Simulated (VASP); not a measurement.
A run of VASP 6.6.1:

The input INCAR:

```
PREC     = Accurate       # precision mode
ENCUT    = 520            # plane-wave cutoff, eV
EDIFF    = 1E-6           # SCF threshold, eV
ISMEAR   = 0              # smearing method
SIGMA    = 0.15           # smearing width, eV
LREAL    = False          # projectors in reciprocal space
LASPH    = True           # aspherical terms in the spheres
NELM     = 100            # most SCF steps
ALGO     = Fast           # electronic algorithm
ISIF     = 2              # what is computed and relaxed
LWAVE    = False          # write WAVECAR
LCHARG   = True           # write CHGCAR
GGA      = PS             # functional
LELF     = True           # ELF
LVHAR    = True         
NBANDS   = 12             # bands
```

File KPOINTS:

```
regular mesh
0
Gamma
  20 20 20
```

File POSCAR:

```
Zn
1.0
   -1.4994730113      1.5300745013      1.5300745013
    1.4994730113     -1.5300745013      1.5300745013
    1.4994730113      1.5300745013     -1.5300745013
Zn
1
Direct
    0.0000000000      0.0000000000      0.0000000000
```

Potentials or basis: VASP PAW PBE potentials, release 64 (Zn).

Run with:

```bash
$ cat potpaw_PBE.64/Zn/POTCAR > POTCAR
$ mpirun -np 1 vasp_std > vasp.out
```

Hardware: 1 thread of Intel(R) Xeon(R) 6975P-C (Granite Rapids), with other jobs on the host.

Estimate the wall time of this run.

Run time: 43 s on 1 thread of Intel(R) Xeon(R) 6975P-C (Granite Rapids), on a shared host, peak memory 0.21 GiB. Counts: scf iterations 11, k points 641.
